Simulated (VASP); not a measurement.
A run of VASP 6.6.1 is set up as follows.

The input INCAR:

```
SYSTEM = SnSe
PREC = Accurate ; ENCUT = 600
EDIFF = 1E-7 ; ISMEAR = -1
SIGMA = 0.03 ; LREAL = .FALSE.
LASPH = .TRUE. ; NELM = 60
ALGO = Normal ; ISIF = 3
LWAVE = .FALSE. ; LCHARG = .FALSE.
GGA = PS ; IBRION = 2
NSW = 100 ; EDIFFG = -0.01
```

KPOINTS

```
Automatic mesh
0
G
  6 6 6
  0 0 0
```

File POSCAR:

```
SnSe
1.0
    0.0000000000      2.9293597958      2.9293597958
    2.9293597958      0.0000000000      2.9293597958
    2.9293597958      2.9293597958      0.0000000000
Sn Se
1 1
Direct
    0.0000000000      0.0000000000      0.0000000000
    0.2500000000      0.2500000000      0.2500000000
```

Potentials or basis: VASP PAW PBE potentials, release 64 (Sn_d, Se).

The run is started by

```bash
$ cat potpaw_PBE.64/Sn_d/POTCAR potpaw_PBE.64/Se/POTCAR > POTCAR
$ mpirun -np 1 vasp_std > vasp.out
```

Problem. Predict the relaxed volume.

Solution. 36.87 Å³/atom.

Problem. Estimate the space group after relaxing (to 0.05 Å).

Solution. F-43m (No. 216).

Problem. Predict the band gap on the k mesh.

Solution. Zero (band 10 reaches 3.02 eV, above the bottom of band 11 at 3.01 eV).

Problem. Predict the relaxed cell.

Solution. a = 4.707 Å, b = 4.707 Å, c = 4.707 Å, α = 60.00°, β = 60.00°, γ = 60.00°.

Final structure:
```yaml
crystal:
  lattice:
    - [0.00000, 3.32821, 3.32821]
    - [3.32821, 0.00000, 3.32821]
    - [3.32821, 3.32821, 0.00000]
  atoms:
    - { symbol: Sn, position: [0.00000, 0.00000, 0.00000] }
    - { symbol: Se, position: [0.25000, 0.25000, 0.25000] }
```

Caveat: the volume moved by over 15 % at a fixed basis, so the end points are rough; the PAW data sets were made with another functional, which shifts forces and pressure a little; spin-orbit coupling is left out, which moves the levels of the heavy elements.
